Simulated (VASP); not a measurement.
# InSb2As3 (R-3m) in VASP: notebook

InSb2As3 is run at these levels: PBE; tasks: single point, relaxation of cell and atoms.

All numbers are computed with VASP 6.6.1; they aren't measurements. Logs are shortened: lines on timing, memory, paths and dates and some standing lists are left out, and cuts for length are marked.

### 1 The cell of the first run

Symmetry: R-3m, No. 166, trigonal system. The conventional cell has a = 5.217 Å, b = 5.217 Å, c = 19.968 Å, α = 90.00°, β = 90.00°, γ = 120.00°. Within 4.2 Å of In (site symmetry -3m) lie 6 Sb at 3.16 Å and 6 As at 3.65 Å. Within 4.2 Å of Sb (site symmetry 3m) lie 3 In at 3.16 Å and 6 As at 3.52 Å and 3 Sb at 3.57 Å. Within 3.4 Å of As (site symmetry 2/m) lie 4 As at 2.61 Å.

### 2 Single point, PBE

Input file INCAR:

```
SYSTEM = InSb2As3
ALGO     = Normal         ! electronic algorithm
EDIFF    = 1E-6           ! SCF threshold, eV
ENCUT    = 520            ! plane-wave cutoff, eV
GGA      = PE             ! functional
ISIF     = 2              ! what is computed and relaxed
ISMEAR   = 0              ! smearing method
LASPH    = .True.         ! aspherical terms in the spheres
LCHARG   = .False.        ! write CHGCAR
LREAL    = .False.        ! projectors in reciprocal space
LWAVE    = .False.        ! write WAVECAR
NBANDS   = 28             ! bands
NELM     = 80             ! most SCF steps
PREC     = Accurate       ! precision mode
SIGMA    = 0.1            ! smearing width, eV
```

Input file KPOINTS:

```
k-points
0
Gamma
  3 3 3
  0 0 0
```

Input file POSCAR:

```
InSb2As3
1.0
    2.6086023382      1.5060772644      6.6558668727
   -2.6086023382      1.5060772644      6.6558668727
    0.0000000000     -3.0121545220      6.6558668742
In Sb As
1 2 3
Direct
    0.0000000000      0.0000000000      0.0000000000
    0.6187223871      0.6187223871      0.6187223871
    0.3812776129      0.3812776129      0.3812776129
    0.0000000000      0.5000000000      0.0000000000
    0.5000000000      0.0000000000      0.0000000000
    0.0000000000      0.0000000000      0.5000000000
```

Potentials or basis: VASP PAW PBE potentials, release 64 (In_d, Sb, As).

Command:

```sh
cat potpaw_PBE.64/In_d/POTCAR potpaw_PBE.64/Sb/POTCAR potpaw_PBE.64/As/POTCAR > POTCAR
mpirun -np 1 vasp_std > vasp.out
```

OUTCAR:

```text
SYSTEM = InSb2As3
   EDIFF = 1E-6
   ENCUT = 520
   GGA = PE
   ISIF = 2
   ISMEAR = 0
   LASPH = .True.
   LREAL = .False.
   NELM = 80
   PREC = Accurate

 ion  position               nearest neighbor table
   1  0.000  0.000  0.000-   2 3.16   3 3.16   2 3.16   2 3.16   3 3.16   3 3.16
   2  0.619  0.619  0.619-   1 3.16   1 3.16   1 3.16   3 3.57   3 3.57   3 3.57
   3  0.381  0.381  0.381-   1 3.16   1 3.16   1 3.16   2 3.57   2 3.57   2 3.57
   4  0.000  0.500  0.000-   6 2.61   6 2.61   5 2.61   5 2.61
   5  0.500  0.000  0.000-   6 2.61   6 2.61   4 2.61   4 2.61
   6  0.000  0.000  0.500-   4 2.61   5 2.61   4 2.61   5 2.61

  LATTYP: Found a trigonal (rhomboedric) cell.
 ALAT       =     7.3057264329
 COS(alpha) =     0.7450124697

  Lattice vectors:

 A1 = (   2.6086023382,   1.5060772644,   6.6558668727)
 A2 = (  -2.6086023382,   1.5060772644,   6.6558668727)
 A3 = (   0.0000000000,  -3.0121545220,   6.6558668742)

Analysis of symmetry for initial positions (statically):
=====================================================================
 Subroutine PRICEL returns:
 Original cell was already a primitive cell.

 Routine SETGRP: Setting up the symmetry group for a
 trigonal (rhombohedral) supercell.

 Subroutine GETGRP returns: Found 12 space group operations
 (whereof 12 operations were pure point group operations)
 out of a pool of 12 trial point group operations.

The static configuration has the point symmetry D_3d.

Analysis of symmetry for dynamics (positions and initial velocities):
=====================================================================
 Subroutine PRICEL returns:
 Original cell was already a primitive cell.

 Routine SETGRP: Setting up the symmetry group for a
 trigonal (rhombohedral) supercell.

 Subroutine GETGRP returns: Found 12 space group operations
 (whereof 12 operations were pure point group operations)
 out of a pool of 12 trial point group operations.

The dynamic configuration has the point symmetry D_3d.

 Subroutine INISYM returns: Found 12 space group operations
 (whereof 12 operations are pure point group operations),
 and found     1 'primitive' translations

----------------------------------------------------------------------------------------

                                     Primitive cell

  volume of cell :     156.8957

  direct lattice vectors                    reciprocal lattice vectors
     2.608602338  1.506077264  6.655866873     0.191673523  0.110662760  0.050081130
    -2.608602338  1.506077264  6.655866873    -0.191673523  0.110662760  0.050081130
     0.000000000 -3.012154522  6.655866874     0.000000000 -0.221325520  0.050081130

  length of vectors
     7.305726433  7.305726433  7.305726433     0.226920923  0.226920923  0.226920923

  position of ions in fractional coordinates (direct lattice)
     0.000000000  0.000000000  0.000000000
     0.618722387  0.618722387  0.618722387
     0.381277613  0.381277613  0.381277613
     1.000000000  0.500000000  0.000000000
     0.500000000  1.000000000  0.000000000
     0.000000000  0.000000000  0.500000000

  ion indices of the primitive-cell ions
   primitive index   ion index
                 1           1
                 2           2
                 3           3
                 4           4
                 5           5
                 6           6

----------------------------------------------------------------------------------------

 KPOINTS: k-points

Automatic generation of k-mesh.
 Grid dimensions read from file:
 generate k-points for:    3    3    3

 Generating k-lattice:

  Cartesian coordinates                     Fractional coordinates (reciprocal lattice)
     0.063891174  0.036887587  0.016693710     0.333333333 -0.000000000 -0.000000000
    -0.063891174  0.036887587  0.016693710    -0.000000000  0.333333333 -0.000000000
     0.000000000 -0.073775173  0.016693710    -0.000000000 -0.000000000  0.333333333

  Length of vectors
     0.075640308  0.075640308  0.075640308

  Shift w.r.t. Gamma in fractional coordinates (k-lattice)
[... 48 lines left out ...]

 E-fermi :   5.7357     XC(G=0):  -9.7398

 val. band max:        5.7266161297   @ k =  -0.3333   0.3333   0.3333
 cond. band min:       5.9068407911   @ k =  -0.3333   0.3333   0.3333
 fundamental gap:      0.1802246614
 Fermi energy:         5.7356564270

 k-point     1 :       0.0000    0.0000    0.0000
  band No.  band energies     occupation
      1      -8.7357      2.00000
      2      -8.6982      2.00000
      3      -8.6982      2.00000
      4      -8.6472      2.00000
      5      -8.6472      2.00000
      6      -8.0930      2.00000
[... 20 lines left out ...]
     27      10.9294      0.00000
     28      11.2188      0.00000

 k-point     2 :       0.3333   -0.0000    0.0000
  band No.  band energies     occupation
      1      -8.7225      2.00000
      2      -8.7085      2.00000
      3      -8.6970      2.00000
      4      -8.6513      2.00000
      5      -8.6404      2.00000
      6      -7.4253      2.00000
[... 20 lines left out ...]
     27      10.2643      0.00000
     28      10.6102      0.00000

 k-point     3 :       0.3333    0.3333    0.0000
  band No.  band energies     occupation
      1      -8.7188      2.00000
      2      -8.7113      2.00000
      3      -8.6965      2.00000
      4      -8.6507      2.00000
      5      -8.6402      2.00000
      6      -7.4163      2.00000
[... 20 lines left out ...]
     27      10.7767      0.00000
     28      11.0701      0.00000

 k-point     4 :      -0.3333    0.3333    0.0000
  band No.  band energies     occupation
      1      -8.7100      2.00000
      2      -8.7077      2.00000
      3      -8.7074      2.00000
      4      -8.6459      2.00000
      5      -8.6459      2.00000
      6      -6.3426      2.00000
[... 20 lines left out ...]
     27      10.1527      0.00000
     28      10.5806      0.00000

 k-point     5 :       0.3333    0.3333    0.3333
  band No.  band energies     occupation
      1      -8.7278      2.00000
      2      -8.6981      2.00000
      3      -8.6981      2.00000
      4      -8.6470      2.00000
      5      -8.6470      2.00000
      6      -8.0629      2.00000
[... 20 lines left out ...]
     27      10.1593      0.00000
     28      11.7419      0.00000

 k-point     6 :      -0.3333    0.3333    0.3333
  band No.  band energies     occupation
      1      -8.7195      2.00000
      2      -8.7085      2.00000
      3      -8.6966      2.00000
      4      -8.6510      2.00000
      5      -8.6402      2.00000
      6      -7.3953      2.00000
[... 20 lines left out ...]
     27      10.3315      0.00000
     28      11.0060      0.00000

------------------------ aborting loop because EDIFF is reached ----------------------------------------

  FORCE on cell =-STRESS in cart. coord.  units (eV):
  Direction    XX          YY          ZZ          XY          YZ          ZX
  --------------------------------------------------------------------------------------
  -------------------------------------------------------------------------------------
  Total       -0.1626913     -0.1626913      0.0214834      0.0000000      0.0000000      0.0000000
  in kB       -1.6613610     -1.6613610      0.2193829      0.0000000      0.0000000      0.0000000
  external PRESSURE =      -1.0344463 kB  Pullay stress =       0.0000000 kB

 VOLUME and BASIS-vectors are now :
 -----------------------------------------------------------------------------
  energy-cutoff  :      520.00
  volume of cell :      156.90
      direct lattice vectors                 reciprocal lattice vectors
     2.608602338  1.506077264  6.655866873     0.191673523  0.110662760  0.050081130
    -2.608602338  1.506077264  6.655866873    -0.191673523  0.110662760  0.050081130
     0.000000000 -3.012154522  6.655866874     0.000000000 -0.221325520  0.050081130

 POSITION                                       TOTAL-FORCE (eV/Angst)
 -----------------------------------------------------------------------------------
      0.00000      0.00000      0.00000         0.000000      0.000000      0.000000
      0.00000      0.00000     12.35440         0.000000     -0.000000     -0.014781
      0.00000      0.00000      7.61320         0.000000      0.000000      0.014781
     -1.30430      0.75304      3.32793         0.000000      0.000000      0.000000
      1.30430      0.75304      3.32793         0.000000      0.000000     -0.000000
      0.00000     -1.50608      3.32793        -0.000000      0.000000     -0.000000
 -----------------------------------------------------------------------------------
    total drift:                                0.000000     -0.000000     -0.000000

  FREE ENERGIE OF THE ION-ELECTRON SYSTEM (eV)
  ---------------------------------------------------
  free  energy   TOTEN  =       -23.0003733442 eV

  energy  without entropy=      -22.9828547850  energy(sigma->0) =      -22.99161406
```

Run time: 54 s. Hardware: 1 thread of Intel Xeon Platinum 8259CL at 2.50GHz (Skylake/Cascade Lake), shared host; peak memory 0.38 GiB.

Results:

```yaml
Free_energy: -23.0004 eV
Pressure: -0.1 GPa
Largest_force: 0.015 eV/Å
Band_gap_on_the_k_mesh: zero (band 19 reaches 6.69 eV, above the bottom of band 20 at 5.20 eV)
```

Forces in eV/Å, atoms in the order of the input:
```
In   0.000  0.000  0.000
Sb   0.000  0.000 -0.015
Sb   0.000  0.000  0.015
As   0.000  0.000  0.000
As   0.000  0.000  0.000
As   0.000  0.000  0.000
```

Caveat: the k points lie up to 0.48 Å⁻¹ apart; spin-orbit coupling is left out, which moves the levels of the heavy elements.

### 3 Single point, PBE

This run uses another cell than the first one, of 27.39 Å³/atom, 1.047 times its volume.

Input file INCAR:

```
SYSTEM = InSb2As3
ALGO = Normal
EDIFF = 1E-6
ENCUT = 520
GGA = PE
ISIF = 2
ISMEAR = 0
LASPH = .True.
LCHARG = .False.
LREAL = .False.
LWAVE = .False.
NBANDS = 28
NELM = 100
PREC = Accurate
SIGMA = 0.1
```

KPOINTS is that of step 2.

Input file POSCAR:

```
InSb2As3
1.0
    3.1071621200      1.7939208900      4.9130772000
   -3.1071621200      1.7939208900      4.9130772000
    0.0000000000     -3.5878417700      4.9130772000
In Sb As
1 2 3
Direct
    0.0000000000      0.0000000000      0.0000000000
    0.6262924100      0.6262924100      0.6262924100
    0.3737075900      0.3737075900      0.3737075900
    0.0000000000      0.5000000000      0.0000000000
    0.5000000000      0.0000000000      0.0000000000
    0.0000000000      0.0000000000      0.5000000000
```

Potentials or basis: VASP PAW PBE potentials, release 64 (In_d, Sb, As).

Command:

```sh
cat potpaw_PBE.64/In_d/POTCAR potpaw_PBE.64/Sb/POTCAR potpaw_PBE.64/As/POTCAR > POTCAR
mpirun -np 1 vasp_std > vasp.out
```

Wall time 32 s (1 thread of Intel Xeon Platinum 8259CL at 2.50GHz (Skylake/Cascade Lake), shared host); peak memory 0.32 GiB.

The run converged. Its results:

```yaml
Free_energy: -21.3874 eV
Pressure: -6.0 GPa
Largest_force: 0.046 eV/Å
Band_gap_on_the_k_mesh: zero (band 19 reaches 5.76 eV, above the bottom of band 20 at 3.64 eV)
```

Forces on the atoms (eV/Å):
```
In   0.000  0.000  0.000
Sb   0.000  0.000  0.046
Sb   0.000  0.000 -0.046
As   0.000  0.000  0.000
As   0.000  0.000  0.000
As   0.000  0.000  0.000
```

Stress tensor (GPa, compression positive):
```
-5.37  0.00  0.00
 0.00 -5.37  0.00
 0.00  0.00 -7.23
```

Levels at points of the mesh, in eV from the Fermi level:
```
           k point  band 17  band 18  band 19  band 20  band 21  band 22
(0.00, 0.00, 0.00)    -2.01    -1.94    -1.94    -1.82     1.58     1.58
```

Caveat: the k points lie up to 0.41 Å⁻¹ apart; spin-orbit coupling is left out, which moves the levels of the heavy elements.

### 4 Relaxation of cell and atoms, PBE

This run uses another cell than the first one, of 27.39 Å³/atom, 1.047 times its volume.

Input file INCAR:

```
ALGO     = Normal         # electronic algorithm
EDIFF    = 1E-6           # SCF threshold, eV
EDIFFG   = -0.04          # ionic threshold
ENCUT    = 600            # plane-wave cutoff, eV
GGA      = PE             # functional
IBRION   = 2              # ionic algorithm
ISIF     = 3              # what is computed and relaxed
ISMEAR   = 0              # smearing method
LASPH    = True           # aspherical terms in the spheres
LCHARG   = False          # write CHGCAR
LREAL    = False          # projectors in reciprocal space
LWAVE    = False          # write WAVECAR
NELM     = 80             # most SCF steps
NSW      = 90             # ionic steps
PREC     = Accurate       # precision mode
SIGMA    = 0.1            # smearing width, eV
```

Input file KPOINTS:

```
k-points
0
Gamma
  3 3 3
```

POSCAR is that of step 3.

Command:

```sh
cat potpaw_PBE.64/In_d/POTCAR potpaw_PBE.64/Sb/POTCAR potpaw_PBE.64/As/POTCAR > POTCAR
mpirun -np 1 vasp_std > vasp.out
```

Wall time 15 min (1 thread of Intel Xeon Platinum 8259CL at 2.50GHz (Skylake/Cascade Lake), shared host); peak memory 0.38 GiB.

Results (log left out):

```
Free energy                            : -22.2148 eV
Relaxed volume                         : 25.64 Å³/atom
Relaxed cell                           : a = 6.160 Å, b = 6.160 Å, c = 6.160 Å, α = 57.00°, β = 57.00°, γ = 57.00°
Space group after relaxing (to 0.05 Å) : R-3m (No. 166)
Energy gained by relaxing              : 137.9 meV/atom
Ionic steps                            : 33
Pressure after relaxing                : 0.0 GPa
Largest force after relaxing           : 0.004 eV/Å
Band gap on the k mesh                 : zero (band 19 reaches 6.12 eV, above the bottom of band 20 at 4.77 eV)
```

Forces on the atoms (eV/Å):
```
In   0.000  0.000  0.000
Sb   0.000  0.000  0.004
Sb   0.000  0.000 -0.004
As   0.000  0.000  0.000
As   0.000  0.000  0.000
As   0.000  0.000  0.000
```

Stress tensor (GPa, compression positive):
```
-0.04  0.00  0.00
 0.00 -0.04  0.00
 0.00  0.00  0.21
```

The path:
```csv
step,energy change (eV),largest force (eV/Å),pressure (GPa),volume (Å³)
1,0.0000,0.0455,-5.98,164.31
2,-0.4364,0.2413,1.32,141.17
3,-0.4455,0.1990,0.17,143.70
4,-0.4684,0.2796,0.14,143.58
5,-0.5640,0.2565,0.17,143.08
6,-0.5464,0.1777,1.54,141.42
7,-0.6086,0.0591,0.48,142.31
8,-0.6099,0.0989,0.42,142.43
9,-0.6106,0.1453,-0.64,145.13
10,-0.6124,0.1238,-0.16,143.88
11,-0.6184,0.1815,-0.26,144.25
12,-0.6388,0.1921,-0.61,145.35
13,-0.6668,0.2611,-0.84,147.51
14,-0.6919,1.2063,0.40,151.73
15,-0.6865,0.2695,-0.67,148.27
16,-0.7335,0.0906,-0.31,150.02
17,-0.7289,0.5992,0.02,150.88
18,-0.7357,0.2546,-0.21,150.33
19,-0.7365,0.2776,-0.19,150.38
20,-0.7384,0.3502,-0.15,150.54
21,-0.7393,0.5121,-0.04,150.85
22,-0.7421,0.5029,-0.04,150.88
23,-0.7501,0.4768,-0.05,150.97
24,-0.7635,0.4326,-0.05,151.16
25,-0.7823,0.3751,0.04,151.50
26,-0.7970,0.3545,0.39,152.08
27,-0.7975,0.3641,0.49,152.17
28,-0.7994,0.4051,0.68,152.35
29,-0.8050,0.4733,1.02,152.65
30,-0.8210,0.2060,0.16,154.44
31,-0.8232,0.0769,-0.29,155.43
32,-0.8248,0.0568,-0.21,155.04
33,-0.8275,0.0040,0.04,153.87
```

Final structure:
```
In Sb As
1.0
     2.93942    1.69708    5.14074
    -2.93942    1.69708    5.14074
     0.00000   -3.39415    5.14074
In Sb As
1 2 3
Direct
  0.00000 0.00000 0.00000
  0.59215 0.59215 0.59215
  0.40785 0.40785 0.40785
  0.00000 0.50000 0.00000
  0.50000 0.00000 0.00000
  0.00000 0.00000 0.50000
```

Levels at points of the mesh, in eV from the Fermi level:
```tsv
k point	band 16	band 17	band 18	band 19	band 20	band 21	band 22	band 23
(0.00, 0.00, 0.00)	-1.82	-1.63	-1.63	-1.30	-1.30	2.13	2.13	2.72
```

Caveat: the k points lie up to 0.43 Å⁻¹ apart in the final cell; spin-orbit coupling is left out, which moves the levels of the heavy elements.

### 5 Single point, PBE

This run uses another cell than the first one, of 26.06 Å³/atom, 0.996 times its volume.

Input file INCAR:

```
SYSTEM = InSb2As3
PREC     = Accurate       ! precision mode
ENCUT    = 520            ! plane-wave cutoff, eV
EDIFF    = 1E-7           ! SCF threshold, eV
ISMEAR   = 0              ! smearing method
SIGMA    = 0.1            ! smearing width, eV
LREAL    = .FALSE.        ! projectors in reciprocal space
LASPH    = .TRUE.         ! aspherical terms in the spheres
NELM     = 100            ! most SCF steps
ALGO     = Normal         ! electronic algorithm
ISIF     = 2              ! what is computed and relaxed
LWAVE    = .FALSE.        ! write WAVECAR
LCHARG   = .FALSE.        ! write CHGCAR
GGA      = PE             ! functional
NBANDS   = 28             ! bands
```

Input file KPOINTS:

```
Automatic mesh
0
G
  6 6 6
  0 0 0
```

Input file POSCAR:

```
InSb2As3
1.0
    2.8373489171      1.6381441611      5.6059652316
   -2.8373489171      1.6381441611      5.6059652316
    0.0000000000     -3.2762883221      5.6059652316
In Sb As
1 2 3
Direct
    0.0000000000      0.0000000000      0.0000000000
    0.5863446223      0.5863446223      0.5863446223
    0.4136553777      0.4136553777      0.4136553777
    0.0000000000      0.5000000000      0.0000000000
    0.5000000000      0.0000000000      0.0000000000
    0.0000000000      0.0000000000      0.5000000000
```

Command:

```sh
cat potpaw_PBE.64/In_d/POTCAR potpaw_PBE.64/Sb/POTCAR potpaw_PBE.64/As/POTCAR > POTCAR
mpirun -np 1 vasp_std > vasp.out
```

Run time: 2.8 min. Hardware: 1 thread of Intel Xeon Platinum 8259CL at 2.50GHz (Skylake/Cascade Lake), shared host; peak memory 0.4 GiB.

Results (log left out):

| Item | Value |
| --- | --- |
| Free energy | -22.8015 eV |
| Pressure | 0.0 GPa |
| Largest force | 0.016 eV/Å |
| Band gap on the k mesh | zero (band 19 reaches 6.12 eV, above the bottom of band 20 at 4.72 eV) |

Forces in eV/Å, atoms in the order of the input:
```
In   0.000  0.000  0.000
Sb   0.000  0.000  0.016
Sb   0.000  0.000 -0.016
As   0.000  0.000  0.000
As   0.000  0.000  0.000
As   0.000  0.000  0.000
```

Levels at points of the mesh, in eV from the Fermi level:
```
           k point  band 17  band 18  band 19  band 20  band 21  band 22
(0.00, 0.00, 0.00)    -1.39    -1.39    -1.35    -1.35     1.89     1.89
(0.50, 0.00, 0.00)    -1.77    -1.24    -0.90     0.30     0.59     1.71
(0.50, 0.50, 0.00)    -1.30    -1.17    -0.85    -0.41     0.28     0.47
(0.50, 0.50, 0.50)    -1.20    -0.83    -0.52    -0.52     1.44     1.44
```

Caveat: spin-orbit coupling is left out, which moves the levels of the heavy elements.

### 6 Summary

| task | cell | k mesh | cutoff (eV) | gap on the mesh (eV) | pressure (GPa) | largest force (eV/Å) |
| --- | --- | --- | --- | --- | --- | --- |
| single point | a = 7.306 Å, angles 41.8°, 6 atoms | 3 × 3 × 3 | 520 | none | -0.1 | 0.01 |
| single point | a = 6.084 Å, angles 61.4°, 6 atoms | 3 × 3 × 3 | 520 | none | -6.0 | 0.05 |
| relaxation of cell and atoms | relaxed from a = 6.084 Å, angles 61.4°, 6 atoms | 3 × 3 × 3 | 600 | none | 0.0 | - |
| single point | a = 6.493 Å, angles 51.8°, 6 atoms | 6 × 6 × 6 | 520 | none | 0.0 | 0.02 |

Alike in all rows: level PBE; potentials or basis VASP PAW PBE potentials, release 64 (In_d, Sb, As); no spin polarisation; smearing gaussian 0.1 eV.

Caveats: some runs use coarse meshes; spin-orbit coupling is left out, which moves the levels of the heavy elements.

Absolute energies hang on the potentials; compare differences alone.
